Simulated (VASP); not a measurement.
Here is a VASP 6.6.1 calculation.

The input INCAR:

```
PREC = Accurate ; ENCUT = 520
EDIFF = 1E-6 ; ISMEAR = -1
SIGMA = 0.01 ; LREAL = False
LASPH = True ; NELM = 100
ALGO = Normal ; ISIF = 2
LWAVE = False ; LCHARG = True
GGA = PE ; LELF = True
LVHAR = True ; NBANDS = 55
```

File KPOINTS:

```
Automatic mesh
0
Gamma
  7 7 7
```

File POSCAR:

```
Ga2O3
1.0
    2.5289754451      1.4601046709      4.5413080054
   -2.5289754451      1.4601046709      4.5413080054
    0.0000000000     -2.9202092911      4.5413080216
Ga O
4 6
Direct
    0.8558413518      0.8558413518      0.8558413518
    0.6441586482      0.6441586482      0.6441586482
    0.1441586482      0.1441586482      0.1441586482
    0.3558413518      0.3558413518      0.3558413518
    0.7500000000      0.4469003098      0.0530996902
    0.4469003098      0.0530996902      0.7500000000
    0.0530996902      0.7500000000      0.4469003098
    0.2500000000      0.5530996902      0.9469003098
    0.9469003098      0.2500000000      0.5530996902
    0.5530996902      0.9469003098      0.2500000000
```

Potentials or basis: VASP PAW PBE potentials, release 64 (Ga_d, O).

Command:

```sh
$ cat potpaw_PBE.64/Ga_d/POTCAR potpaw_PBE.64/O/POTCAR > POTCAR
$ mpirun -np 1 vasp_std > vasp.out
```

Predict the largest force.

0.012 eV/Å.

Predict the band gap on the k mesh.

2.40 eV, indirect (least direct gap 2.62 eV).

Predict the pressure.

0.9 GPa.

Stress tensor (GPa, compression positive):
```
0.99 0.00 0.00
0.00 0.99 0.00
0.00 0.00 0.86
```

A k mesh can miss the band edges.
